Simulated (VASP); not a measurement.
BaTiO3, 5 atoms in the cell. It takes space group Amm2 (No. 38, orthorhombic). Conventional cell: a = 3.950 Å, b = 5.657 Å, c = 5.678 Å, α = 90.00°, β = 90.00°, γ = 90.00°. Ba (site symmetry mm2) has 12 O at 2.75 to 2.93 Å and 8 Ti at 3.40 to 3.52 Å within 3.6 Å. Within 2.5 Å of Ti (site symmetry mm2) lie 6 O at 1.87 to 2.15 Å. Within 2.6 Å of O (site symmetry mm2) lie 2 Ti at 1.98 Å. Within 2.5 Å of O (site symmetry m) lie 2 Ti at 1.87 to 2.15 Å. 

- Program: VASP 6.6.1
- Task: single point
- Functional: PBEsol
- Potentials or basis: VASP PAW PBE potentials, release 64 (Ba_sv, Ti_sv, O)
- Cutoff: 600 eV
- k mesh: 6 × 6 × 6
- Occupations: gaussian, width 0.01 eV
- Spin: no spin polarisation
- Dipole correction: no
- Further INCAR settings: ALGO = Normal; EDIFF = 1e-06; NBANDS = 28

Potentials or basis: VASP PAW PBE potentials, release 64 (Ba_sv, Ti_sv, O).

Command:

```sh
$ cat potpaw_PBE.64/Ba_sv/POTCAR potpaw_PBE.64/Ti_sv/POTCAR potpaw_PBE.64/O/POTCAR > POTCAR
$ mpirun -np 1 vasp_std > vasp.out
```

Hardware: 1 thread of AMD EPYC 9R45 96-Core Processor (Zen 5) (shared host).

Problem. How long does it take, and how much memory?

Solution. Run time: 35 s on 1 thread of AMD EPYC 9R45 96-Core Processor (Zen 5), on a shared host, peak memory 0.22 GiB. Counts: scf iterations 15, k points 52.
